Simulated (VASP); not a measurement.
A run of VASP 6.6.1:

INCAR

```
SYSTEM = Rh
  ALGO = Normal
  EDIFF = 1E-6
  ENCUT = 520
  GGA = PE
  ISIF = 2
  ISMEAR = -1
  ISPIN = 2
  LASPH = .TRUE.
  LCHARG = .FALSE.
  LMAXMIX = 4
  LORBIT = 11
  LREAL = .FALSE.
  LWAVE = .FALSE.
  MAGMOM = 0.413
  NBANDS = 18
  NELM = 150
  PREC = Accurate
  SIGMA = 0.05
```

Contents of KPOINTS:

```
k-points
0
G
  24 24 24
  0 0 0
```

POSCAR

```
Rh
1.0
   -1.5363828365      1.5363828365      1.5363828365
    1.5363828365     -1.5363828365      1.5363828365
    1.5363828365      1.5363828365     -1.5363828365
Rh
1
Direct
    0.0000000000      0.0000000000      0.0000000000
```

Potentials or basis: VASP PAW PBE potentials, release 64 (Rh_pv).

The run is started by

```sh
$ cat potpaw_PBE.64/Rh_pv/POTCAR > POTCAR
$ mpirun -np 1 vasp_std > vasp.out
```

Hardware: 1 thread of Intel(R) Xeon(R) Platinum 8259CL CPU @ 2.50GHz (Skylake/Cascade Lake), on a shared host.

Question: Estimate the wall time of this run.

Answer: Wall time 2.3 min on 1 thread of Intel(R) Xeon(R) Platinum 8259CL CPU @ 2.50GHz (Skylake/Cascade Lake), on a shared host, peak memory 0.26 GiB. Counts: scf iterations 13, k points 413.
